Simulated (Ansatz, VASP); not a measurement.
**One calculation of TaH4, two programs**

INCAR

```
ALGO = Normal ; EDIFF = 1E-6
EDIFFG = -0.04 ; ENCUT = 600
GGA = PE ; IBRION = 2
ISIF = 3 ; ISMEAR = 0
LASPH = True ; LCHARG = False
LREAL = False ; LWAVE = False
NELM = 80 ; NSW = 90
PREC = Accurate ; SIGMA = 0.1
```

Contents of KPOINTS:

```
k-points
0
Gamma
  8 8 8
```

File POSCAR:

```
TaH4
1.0
   -1.5059489829      1.5059489829      4.9126680562
    1.5059489829     -1.5059489829      4.9126680562
    1.5059489829      1.5059489829     -4.9126680562
Ta H
1 4
Direct
    0.0000000000      0.0000000000      0.0000000000
    0.6201908907      0.1201908907      0.5000000000
    0.1201908907      0.6201908907      0.5000000000
    0.3798091093      0.8798091093      0.5000000000
    0.8798091093      0.3798091093      0.5000000000
```

Input for Ansatz:

```yaml
crystal:
  lattice:
    - [-1.5059489829, 1.5059489829, 4.9126680562]
    - [1.5059489829, -1.5059489829, 4.9126680562]
    - [1.5059489829, 1.5059489829, -4.9126680562]
  atoms:
    - { symbol: Ta, position: [0.0, 0.0, 0.0] }
    - { symbol: H, position: [0.6201908907, 0.1201908907, 0.5] }
    - { symbol: H, position: [0.1201908907, 0.6201908907, 0.5] }
    - { symbol: H, position: [0.3798091093, 0.8798091093, 0.5] }
    - { symbol: H, position: [0.8798091093, 0.3798091093, 0.5] }
basis:
  ecutwfc: 420
kpoints:
  mp_grid: { grid: [8, 8, 8] }
hamiltonian:
  xc: pbe
scf:
  occupations: { method: gaussian, width: 0.1 }
  lower_state_search: "off"
output:
  forces: true
  stress: true
  eigenvalues: true
relax:
  adjacent_minimum: "off"
  f_tol: 0.04
  max_steps: 70
  cell: { stress_tol: 0.4 }
```

Alike in both runs: task relaxation of cell and atoms; functional PBE; k mesh 8 × 8 × 8; occupations gaussian, width 0.1 eV; no spin polarisation.

```csv
,VASP,Ansatz
version,VASP 6.6.1,Ansatz 0.2.0
potentials or method,"VASP PAW PBE potentials, release 64 (Ta_pv, H), cutoff 600 eV","scalar-relativistic, plane waves, PAW"
valence electrons in the cell,15,17
```

```csv
,VASP,Ansatz,Ansatz less VASP
"gap on the k mesh at the Fermi level, each at its own relaxed structure (eV)",none,none,-
relaxed volume (Å³/atom),9.39,9.62,+0.227
relaxed length of the cell vector where the two differ most in proportion (Å),5.541,5.647,+0.1058
```

A gap of «none» marks a metal or a gap that the smearing closes. VASP's potentials hold 15 valence electrons a cell and Ansatz's 17, so a difference there can come from the potentials and not from the codes.

The k mesh is coarse, so the values compare programs but aren't converged. Neither program's run includes spin-orbit coupling.
